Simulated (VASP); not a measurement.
# B26P27Au (a cell with a defect) in VASP: notebook, part 2 of 2

VASP 6.6.1.

**3. Relaxation of the atoms, PBE**

Contents of INCAR:

```
PREC = Accurate
ENCUT = 520
EDIFF = 1E-7
ISMEAR = -1
SIGMA = 0.01
LREAL = Auto
LASPH = True
NELM = 60
ALGO = Normal
ISIF = 2
LWAVE = False
LCHARG = False
GGA = PE
IBRION = 2
NSW = 60
EDIFFG = -0.03
LUSENCCL = False
```

Contents of KPOINTS:

```
regular mesh
0
Gamma
  3 3 3
```

Contents of POSCAR:

```
B26P27Au
1.0
    0.0000000000      6.8070000000      6.8070000000
    6.8070000000      0.0000000000      6.8070000000
    6.8070000000      6.8070000000      0.0000000000
Au B P
1 26 27
Direct
    0.0000000000      0.0000000000      0.0000000000
    0.0000000000      0.0000000000      0.3333333333
    0.0000000000      0.0000000000      0.6666666667
    0.0000000000      0.3333333333      0.0000000000
    0.0000000000      0.3333333333      0.3333333333
    0.0000000000      0.3333333333      0.6666666667
    0.0000000000      0.6666666667      0.0000000000
    0.0000000000      0.6666666667      0.3333333333
    0.0000000000      0.6666666667      0.6666666667
    0.3333333333      0.0000000000      0.0000000000
    0.3333333333      0.0000000000      0.3333333333
    0.3333333333      0.0000000000      0.6666666667
    0.3333333333      0.3333333333      0.0000000000
    0.3333333333      0.3333333333      0.3333333333
    0.3333333333      0.3333333333      0.6666666667
    0.3333333333      0.6666666667      0.0000000000
    0.3333333333      0.6666666667      0.3333333333
    0.3333333333      0.6666666667      0.6666666667
    0.6666666667      0.0000000000      0.0000000000
    0.6666666667      0.0000000000      0.3333333333
    0.6666666667      0.0000000000      0.6666666667
    0.6666666667      0.3333333333      0.0000000000
    0.6666666667      0.3333333333      0.3333333333
    0.6666666667      0.3333333333      0.6666666667
    0.6666666667      0.6666666667      0.0000000000
    0.6666666667      0.6666666667      0.3333333333
    0.6666666667      0.6666666667      0.6666666667
    0.0833333333      0.0833333333      0.0833333333
    0.0833333333      0.0833333333      0.4166666667
    0.0833333333      0.0833333333      0.7500000000
    0.0833333333      0.4166666667      0.0833333333
    0.0833333333      0.4166666667      0.4166666667
    0.0833333333      0.4166666667      0.7500000000
    0.0833333333      0.7500000000      0.0833333333
    0.0833333333      0.7500000000      0.4166666667
    0.0833333333      0.7500000000      0.7500000000
    0.4166666667      0.0833333333      0.0833333333
    0.4166666667      0.0833333333      0.4166666667
    0.4166666667      0.0833333333      0.7500000000
    0.4166666667      0.4166666667      0.0833333333
    0.4166666667      0.4166666667      0.4166666667
    0.4166666667      0.4166666667      0.7500000000
    0.4166666667      0.7500000000      0.0833333333
    0.4166666667      0.7500000000      0.4166666667
    0.4166666667      0.7500000000      0.7500000000
    0.7500000000      0.0833333333      0.0833333333
    0.7500000000      0.0833333333      0.4166666667
    0.7500000000      0.0833333333      0.7500000000
    0.7500000000      0.4166666667      0.0833333333
    0.7500000000      0.4166666667      0.4166666667
    0.7500000000      0.4166666667      0.7500000000
    0.7500000000      0.7500000000      0.0833333333
    0.7500000000      0.7500000000      0.4166666667
    0.7500000000      0.7500000000      0.7500000000
```

Potentials or basis: VASP PAW PBE potentials, release 64 (Au, B, P).

The run is started by

```console
$ cat potpaw_PBE.64/Au/POTCAR potpaw_PBE.64/B/POTCAR potpaw_PBE.64/P/POTCAR > POTCAR
$ mpirun -np 1 vasp_std > vasp.out
```

It took 15 min on 1 × NVIDIA H100 80GB with 1 thread of AMD EPYC 7R13 (Zen 3), shared host; peak memory 1.7 GiB.

Results (log left out):

```
Free energy                  : -340.8482 eV
Energy gained by relaxing    : 104.2 meV/atom
Ionic steps                  : 9
Pressure after relaxing      : 5.5 GPa
Largest force after relaxing : 0.010 eV/Å
Band gap on the k mesh       : zero (bands 112 and 113 overlap by 0.44 eV)
```

Forces in eV/Å, atoms in the order of the input:
```
Au   0.000  0.000  0.000
B    0.000  0.000  0.009
B    0.000  0.000  0.009
B    0.000  0.009  0.000
B    0.006 -0.006 -0.006
B   -0.009  0.000  0.000
B    0.000  0.009  0.000
B   -0.009  0.000  0.000
B    0.000  0.000  0.000
B    0.009  0.000  0.000
B   -0.006  0.006 -0.006
B    0.000 -0.009  0.000
B   -0.006 -0.006  0.006
B    0.006  0.006  0.006
B    0.000  0.000  0.006
B    0.000  0.000 -0.009
B    0.000  0.006  0.000
B   -0.006  0.000  0.000
B    0.009  0.000  0.000
B    0.000 -0.009  0.000
B    0.000  0.000  0.000
B    0.000  0.000 -0.009
B    0.006  0.000  0.000
B    0.000 -0.006  0.000
B    0.000  0.000  0.000
B    0.000  0.000 -0.006
B    0.000  0.000  0.000
P    0.000  0.000  0.000
P    0.000  0.000 -0.003
P    0.000  0.000  0.000
P    0.000 -0.003  0.000
P    0.003  0.000  0.000
P    0.001 -0.001 -0.002
P    0.000  0.000  0.000
P    0.001 -0.002 -0.001
P    0.002 -0.001 -0.001
P   -0.003  0.000  0.000
P    0.000  0.003  0.000
P   -0.001  0.001 -0.002
P    0.000  0.000  0.003
P   -0.004 -0.004 -0.004
P    0.004  0.004 -0.004
P   -0.001 -0.002  0.001
P    0.004 -0.004  0.004
P    0.002  0.001  0.001
P    0.000  0.000  0.000
P   -0.002  0.001 -0.001
P   -0.001  0.002 -0.001
P   -0.002 -0.001  0.001
P   -0.004  0.004  0.004
P    0.001  0.002  0.001
P   -0.001 -0.001  0.002
P    0.001  0.001  0.002
P    0.000  0.000  0.000
```

Step by step:
```tsv
step	energy change (eV)	largest force (eV/Å)	pressure (GPa)
1	0.0000	11.5910	9.61
2	-3.1152	3.4630	5.22
3	-5.4979	0.6762	5.64
4	-5.4979	0.6846	5.61
5	-5.6186	0.1639	5.50
6	-5.6207	0.1254	5.51
7	-5.6290	0.0374	5.51
8	-5.6291	0.0306	5.51
9	-5.6293	0.0096	5.51
```

Final structure:
```yaml
crystal:
  lattice:
    - [0.00000, 6.80700, 6.80700]
    - [6.80700, 0.00000, 6.80700]
    - [6.80700, 6.80700, 0.00000]
  atoms:
    - { symbol: Au, position: [0.00000, 0.00000, 0.00000] }
    - { symbol: B, position: [0.99993, 0.99993, 0.33707] }
    - { symbol: B, position: [0.99993, 0.99993, 0.66307] }
    - { symbol: B, position: [0.99993, 0.33707, 0.99993] }
    - { symbol: B, position: [0.99960, 0.33347, 0.33347] }
    - { symbol: B, position: [0.99993, 0.33707, 0.66307] }
    - { symbol: B, position: [0.99993, 0.66307, 0.99993] }
    - { symbol: B, position: [0.99993, 0.66307, 0.33707] }
    - { symbol: B, position: [0.00043, 0.66652, 0.66652] }
    - { symbol: B, position: [0.33707, 0.99993, 0.99993] }
    - { symbol: B, position: [0.33347, 0.99960, 0.33347] }
    - { symbol: B, position: [0.33707, 0.99993, 0.66307] }
    - { symbol: B, position: [0.33347, 0.33347, 0.99960] }
    - { symbol: B, position: [0.33347, 0.33347, 0.33347] }
    - { symbol: B, position: [0.33345, 0.33345, 0.66655] }
    - { symbol: B, position: [0.33707, 0.66307, 0.99993] }
    - { symbol: B, position: [0.33345, 0.66655, 0.33345] }
    - { symbol: B, position: [0.33345, 0.66655, 0.66655] }
    - { symbol: B, position: [0.66307, 0.99993, 0.99993] }
    - { symbol: B, position: [0.66307, 0.99993, 0.33707] }
    - { symbol: B, position: [0.66652, 0.00043, 0.66652] }
    - { symbol: B, position: [0.66307, 0.33707, 0.99993] }
    - { symbol: B, position: [0.66655, 0.33345, 0.33345] }
    - { symbol: B, position: [0.66655, 0.33345, 0.66655] }
    - { symbol: B, position: [0.66652, 0.66652, 0.00043] }
    - { symbol: B, position: [0.66655, 0.66655, 0.33345] }
    - { symbol: B, position: [0.66652, 0.66652, 0.66652] }
    - { symbol: P, position: [0.09564, 0.09564, 0.09564] }
    - { symbol: P, position: [0.08302, 0.08302, 0.41698] }
    - { symbol: P, position: [0.09564, 0.09564, 0.71307] }
    - { symbol: P, position: [0.08302, 0.41698, 0.08302] }
    - { symbol: P, position: [0.08302, 0.41698, 0.41698] }
    - { symbol: P, position: [0.08380, 0.41622, 0.74999] }
    - { symbol: P, position: [0.09564, 0.71307, 0.09564] }
    - { symbol: P, position: [0.08380, 0.74999, 0.41622] }
    - { symbol: P, position: [0.08380, 0.74999, 0.74999] }
    - { symbol: P, position: [0.41698, 0.08302, 0.08302] }
    - { symbol: P, position: [0.41698, 0.08302, 0.41698] }
    - { symbol: P, position: [0.41622, 0.08380, 0.74999] }
    - { symbol: P, position: [0.41698, 0.41698, 0.08302] }
    - { symbol: P, position: [0.41673, 0.41673, 0.41673] }
    - { symbol: P, position: [0.41673, 0.41673, 0.74980] }
    - { symbol: P, position: [0.41622, 0.74999, 0.08380] }
    - { symbol: P, position: [0.41673, 0.74980, 0.41673] }
    - { symbol: P, position: [0.41622, 0.74999, 0.74999] }
    - { symbol: P, position: [0.71307, 0.09564, 0.09564] }
    - { symbol: P, position: [0.74999, 0.08380, 0.41622] }
    - { symbol: P, position: [0.74999, 0.08380, 0.74999] }
    - { symbol: P, position: [0.74999, 0.41622, 0.08380] }
    - { symbol: P, position: [0.74980, 0.41673, 0.41673] }
    - { symbol: P, position: [0.74999, 0.41622, 0.74999] }
    - { symbol: P, position: [0.74999, 0.74999, 0.08380] }
    - { symbol: P, position: [0.74999, 0.74999, 0.41622] }
    - { symbol: P, position: [0.75000, 0.75000, 0.75000] }
```

Levels at points of the mesh, in eV from the Fermi level:
```csv
k point,band 109,band 110,band 111,band 112,band 113,band 114
"(0.00, 0.00, 0.00)",-1.23,-1.23,0.35,0.35,0.35,0.59
```

Caveat: spin-orbit coupling is left out, which moves the levels of the heavy elements.
